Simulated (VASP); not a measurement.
Input of a VASP 6.6.1 run:

File INCAR:

```
ALGO     = Normal         # electronic algorithm
EDIFF    = 1E-7           # SCF threshold, eV
ENCUT    = 520            # plane-wave cutoff, eV
GGA      = PE             # functional
ISIF     = 2              # what is computed and relaxed
ISMEAR   = 0              # smearing method
LASPH    = True           # aspherical terms in the spheres
LCHARG   = False          # write CHGCAR
LREAL    = False          # projectors in reciprocal space
LWAVE    = False          # write WAVECAR
NBANDS   = 30             # bands
NELM     = 80             # most SCF steps
PREC     = Accurate       # precision mode
SIGMA    = 0.1            # smearing width, eV
```

KPOINTS

```
k-points
0
Gamma
  8 8 8
```

File POSCAR:

```
Hf3F2
1.0
    4.5244590139      0.0000000000      0.0000000000
    0.0000000000      4.5244590139      0.0000000000
    0.0000000000      0.0000000000      4.5244590139
Hf F
3 2
Direct
    0.5000000000      0.0000000000      0.0000000000
    0.0000000000      0.5000000000      0.0000000000
    0.0000000000      0.0000000000      0.5000000000
    0.0000000000      0.0000000000      0.0000000000
    0.5000000000      0.5000000000      0.5000000000
```

Potentials or basis: VASP PAW PBE potentials, release 64 (Hf_pv, F).

Run with:

```bash
$ cat potpaw_PBE.64/Hf_pv/POTCAR potpaw_PBE.64/F/POTCAR > POTCAR
$ mpirun -np 1 vasp_std > vasp.out
```

What does it give for the pressure?

-1.1 GPa.

Estimate the band gap on the k mesh.

zero (bands 22 and 23 overlap by 2.30 eV).

Caveat: spin-orbit coupling is left out, which moves the levels of the heavy elements.
